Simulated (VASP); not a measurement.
# TePb (Fm-3m) in VASP: further runs

TePb is run at these levels: PBEsol+D3(BJ), BLYP+D4, r2SCAN; tasks: single point.

All numbers are computed with VASP 6.6.1; they aren't measurements. Logs are shortened: lines on timing, memory, paths and dates and some standing lists are left out, and cuts for length are marked.

## 1. The cell of the first run

Symmetry: Fm-3m, No. 225, cubic system. The conventional cell has a = 6.589 Å, b = 6.589 Å, c = 6.589 Å, α = 90.00°, β = 90.00°, γ = 90.00°. Within 4.3 Å of Pb (site symmetry m-3m) lie 6 Te at 3.29 Å. Te (site symmetry m-3m) has 6 Pb at 3.29 Å within 4.3 Å.

## 2. Single point, PBEsol+D3(BJ)

Contents of INCAR:

```
SYSTEM = TePb
PREC     = Accurate       ! precision mode
ENCUT    = 520            ! plane-wave cutoff, eV
EDIFF    = 1E-7           ! SCF threshold, eV
ISMEAR   = -1             ! smearing method
SIGMA    = 0.05           ! smearing width, eV
LREAL    = .FALSE.        ! projectors in reciprocal space
LASPH    = .TRUE.         ! aspherical terms in the spheres
NELM     = 60             ! most SCF steps
ALGO     = Normal         ! electronic algorithm
ISIF     = 2              ! what is computed and relaxed
LWAVE    = .FALSE.        ! write WAVECAR
LCHARG   = .FALSE.        ! write CHGCAR
GGA      = PS             ! functional
IVDW     = 12             ! dispersion correction
NBANDS   = 17             ! bands
```

Contents of KPOINTS:

```
regular mesh
0
G
  7 7 7
  0 0 0
```

Contents of POSCAR:

```
TePb
1.0
    0.0000000000      3.2943690292      3.2943690292
    3.2943690292      0.0000000000      3.2943690292
    3.2943690292      3.2943690292      0.0000000000
Pb Te
1 1
Direct
    0.0000000000      0.0000000000      0.0000000000
    0.5000000000      0.5000000000      0.5000000000
```

Potentials or basis: VASP PAW PBE potentials, release 64 (Pb_d, Te).

Command:

```
$ cat potpaw_PBE.64/Pb_d/POTCAR potpaw_PBE.64/Te/POTCAR > POTCAR
$ mpirun -np 1 vasp_std > vasp.out
```

OUTCAR:

```text
SYSTEM = TePb
   PREC = Accurate
   ENCUT = 520
   EDIFF = 1E-7
   ISMEAR = -1
   LREAL = .FALSE.
   LASPH = .TRUE.
   NELM = 60
   ISIF = 2
   GGA = PS
   IVDW = 12
 IVDW          = 12

 ion  position               nearest neighbor table
   1  0.000  0.000  0.000-   2 3.29   2 3.29   2 3.29   2 3.29   2 3.29   2 3.29
   2  0.500  0.500  0.500-   1 3.29   1 3.29   1 3.29   1 3.29   1 3.29   1 3.29

  LATTYP: Found a face centered cubic cell.
 ALAT       =     6.5887380584

  Lattice vectors:

 A1 = (   0.0000000000,   3.2943690292,   3.2943690292)
 A2 = (   3.2943690292,   0.0000000000,   3.2943690292)
 A3 = (   3.2943690292,   3.2943690292,   0.0000000000)

Analysis of symmetry for initial positions (statically):
=====================================================================
 Subroutine PRICEL returns:
 Original cell was already a primitive cell.

 Routine SETGRP: Setting up the symmetry group for a
 face centered cubic supercell.

 Subroutine GETGRP returns: Found 48 space group operations
[... 9 lines left out ...]

 Routine SETGRP: Setting up the symmetry group for a
 face centered cubic supercell.

 Subroutine GETGRP returns: Found 48 space group operations
[... 11 lines left out ...]
                                     Primitive cell

  volume of cell :      71.5067

  direct lattice vectors                    reciprocal lattice vectors
     0.000000000  3.294369029  3.294369029    -0.151774132  0.151774132  0.151774132
     3.294369029  0.000000000  3.294369029     0.151774132 -0.151774132  0.151774132
     3.294369029  3.294369029  0.000000000     0.151774132  0.151774132 -0.151774132

  length of vectors
     4.658941361  4.658941361  4.658941361     0.262880508  0.262880508  0.262880508

  position of ions in fractional coordinates (direct lattice)
     0.000000000  0.000000000  0.000000000
     0.500000000  0.500000000  0.500000000

  ion indices of the primitive-cell ions
   primitive index   ion index
                 1           1
                 2           2

----------------------------------------------------------------------------------------

 KPOINTS: regular mesh

Automatic generation of k-mesh.
 Grid dimensions read from file:
 generate k-points for:    7    7    7

 Generating k-lattice:

[... 47 lines left out ...]
   PREC   = accura    normal or accurate (medium, high low for compatibility)
   ISTART =      0    job   : 0-new  1-cont  2-samecut
   ICHARG =      2    charge: 1-file 2-atom 10-const
   ISPIN  =      1    spin polarized calculation?
   LNONCOLLINEAR =      F non collinear calculations
   LSORBIT =      F    spin-orbit coupling
   LASPH  =      T    aspherical Exc in radial PAW
   ENCUT  =  520.0 eV  38.22 Ry    6.18 a.u.   8.66  8.66  8.66*2*pi/ulx,y,z
   NELM   =     60;   NELMIN=  2; NELMDL= -5     # of ELM steps
   EDIFF  = 0.1E-06   stopping-criterion for ELM
   LREAL  =      F    real-space projection
   EDIFFG = 0.1E-05   stopping-criterion for IOM
   NSW    =      0    number of steps for IOM
   IBRION =     -1    ionic relax: 0-MD 1-quasi-New 2-CG
   NFREE  =      0    steps in history (QN), initial steepest desc. (CG)
   ISIF   =      2    stress and relaxation
   ISYM   =      2    0-nonsym 1-usesym 2-fastsym
   POTIM  = 0.5000    time-step for ionic-motion
   TEBEG  =    0.0;   TEEND  =   0.0 temperature during run
   PSTRESS=    0.0 pullay stress
   NELECT =      20.0000    total number of electrons
   NUPDOWN=      -1.0000    fix difference up-down
   EMIN   =  10.00;   EMAX   =-10.00  energy-range for DOS
   EFERMI =   0.00;   METHOD = LEGACY
   ISMEAR =    -1;   SIGMA  =   0.05  broadening in eV -4-tet -1-fermi 0-gaus
   EFERMI_NEDOS =   21; number of points for ismear=-14 and -15
   IALGO  =     38    algorithm
   IMIX   =      4    mixing-type and parameters
     AMIX     =   0.40;   BMIX     =  1.00
     AMIX_MAG =   1.60;   BMIX_MAG =  1.00
  volume/ion in A,a.u.               =      35.75       241.28
  Fermi-wavevector in a.u.,A,eV,Ry     =   1.070621  2.023181 15.595408  1.146230
  Thomas-Fermi vector in A             =   2.206337
   LORBIT       =      0    0 simple, 1 ext, 2 COOP (PROOUT), +10 PAW based schemes
   GGA     = PS    functional components
   LHFCALC =     F    Hartree Fock is set to
   AEXX    =    0.0000 exact exchange contribution
   IVDW    =    12    specifies the selected vdW correction
   LEPSILON=     F    determine dielectric tensor
   LRPA    =     F    only Hartree local field effects (RPA)
 non-spin polarized calculation
  energy-cutoff  :      520.00
  volume of cell :       71.51
 maximum number of plane-waves:      1948
   NGX = 17   NGY = 17   NGZ = 17

 number of electron      19.9999998 magnetization

 Free energy of the ion-electron system (eV)
  ---------------------------------------------------
  ext. energy  EPLUGINS =         0.00000000
  ---------------------------------------------------
  free energy    TOTEN  =        -8.22086340 eV

  energy without entropy =       -8.22086095  energy(sigma->0) =       -8.22086217

 E-fermi :   5.1606     XC(G=0):  -9.2130

 val. band max:        4.6297161671   @ k =   0.4286   0.0000   0.0000
 cond. band min:       5.6613204916   @ k =   0.4286   0.0000   0.0000
 fundamental gap:      1.0316043245
 Fermi energy:         5.1605501600

 k-point     1 :       0.0000    0.0000    0.0000
  band No.  band energies     occupation
      1     -11.8118      2.00000
      2     -11.8118      2.00000
      3     -11.8052      2.00000
      4     -11.8052      2.00000
      5     -11.8052      2.00000
      6      -6.8378      2.00000
[... 377 lines left out ...]
      4     -11.7958      2.00000
      5     -11.7856      2.00000
      6      -5.2409      2.00000
[... 9 lines left out ...]
     16      14.9869      0.00000
     17      15.3168      0.00000

------------------------ aborting loop because EDIFF is reached ----------------------------------------

 Edisp (eV)   -0.76366

 E8    (eV) :    -0.5386

  FORCE on cell =-STRESS in cart. coord.  units (eV):
  Direction    XX          YY          ZZ          XY          YZ          ZX
  --------------------------------------------------------------------------------------
  -------------------------------------------------------------------------------------
  Total      -1.77664    -1.77664    -1.77664    -0.00000     0.00000     0.00000
  in kB     -39.80725   -39.80725   -39.80725    -0.00000     0.00000     0.00000
  external pressure =      -39.81 kB  Pullay stress =        0.00 kB

 VOLUME and BASIS-vectors are now :
 -----------------------------------------------------------------------------
  energy-cutoff  :      520.00
  volume of cell :       71.51
      direct lattice vectors                 reciprocal lattice vectors
     0.000000000  3.294369029  3.294369029    -0.151774132  0.151774132  0.151774132
     3.294369029  0.000000000  3.294369029     0.151774132 -0.151774132  0.151774132
     3.294369029  3.294369029  0.000000000     0.151774132  0.151774132 -0.151774132

 POSITION                                       TOTAL-FORCE (eV/Angst)
 -----------------------------------------------------------------------------------
      0.00000      0.00000      0.00000         0.000000      0.000000      0.000000
      3.29437      3.29437      3.29437        -0.000000     -0.000000      0.000000
 -----------------------------------------------------------------------------------
    total drift:                               -0.000000      0.000000      0.000000

  FREE ENERGIE OF THE ION-ELECTRON SYSTEM (eV)
  ---------------------------------------------------
  free  energy   TOTEN  =        -8.9845259657 eV

  energy  without entropy=       -8.9845235164  energy(sigma->0) =       -8.98452474
```

OSZICAR:

```text
N       E                     dE             d eps       ncg     rms          rms(c)
DAV:   1     0.149108801982E+03    0.14911E+03   -0.90855E+03   688   0.112E+03
DAV:   2     0.233868188087E+01   -0.14677E+03   -0.14159E+03   716   0.287E+02
DAV:   3    -0.805728077605E+01   -0.10396E+02   -0.10342E+02   865   0.832E+01
DAV:   4    -0.835662041194E+01   -0.29934E+00   -0.29915E+00   861   0.159E+01
DAV:   5    -0.836682315260E+01   -0.10203E-01   -0.10202E-01   961   0.263E+00    0.294E+00
DAV:   6    -0.822650500685E+01    0.14032E+00   -0.31641E-01  1006   0.392E+00    0.178E+00
DAV:   7    -0.822041176160E+01    0.60932E-02   -0.78927E-02   817   0.138E+00    0.848E-01
DAV:   8    -0.822108376493E+01   -0.67200E-03   -0.95015E-03   844   0.962E-01    0.129E-01
DAV:   9    -0.822086251840E+01    0.22125E-03   -0.18782E-03  1010   0.395E-01    0.512E-02
DAV:  10    -0.822086185706E+01    0.66134E-06   -0.15185E-04   872   0.994E-02    0.227E-02
DAV:  11    -0.822086348195E+01   -0.16249E-05   -0.24774E-05   900   0.339E-02    0.874E-03
DAV:  12    -0.822086364364E+01   -0.16168E-06   -0.15854E-06   899   0.128E-02    0.779E-03
DAV:  13    -0.822086341537E+01    0.22827E-06   -0.16051E-07   563   0.374E-03    0.406E-03
DAV:  14    -0.822086339580E+01    0.19569E-07   -0.16702E-07   505   0.270E-03
   1 F= -.89845260E+01 E0= -.89845247E+01  d E =-.244931E-05
```

stdout:

```text
POSCAR found type information on POSCAR PbTe
 POSCAR found :  2 types and       2 ions
 scaLAPACK will be used
 -----------------------------------------------------------------------------
|                                                                             |
|                                                                             |
|     You enforced a specific xc type in the INCAR file but a different       |
|     I HOPE YOU KNOW WHAT YOU ARE DOING!                                     |
|                                                                             |
 -----------------------------------------------------------------------------

 LDA part: xc-table for (Slater+PW92), standard interpolation
 POSCAR, INCAR and KPOINTS ok, starting setup
 FFT: planning ... GRIDC
 FFT: planning ... GRID_SOFT
 FFT: planning ... GRID
 WAVECAR not read
 entering main loop
```

It took 25 s on 1 thread of AMD EPYC 7R13 (Zen 3), shared host; peak memory 0.19 GiB.

Results:

- Free energy: -8.9845 eV
- Pressure: -4.0 GPa
- Dispersion energy per atom: -0.382 eV

Caveat: this odd mesh misses L, where the gap lies, so gap, dielectric constants and Born charges aren't listed; the PAW data sets were made with another functional, which shifts forces and pressure a little; spin-orbit coupling is left out, which moves the levels of the heavy elements.

[end of part 1 of 3]
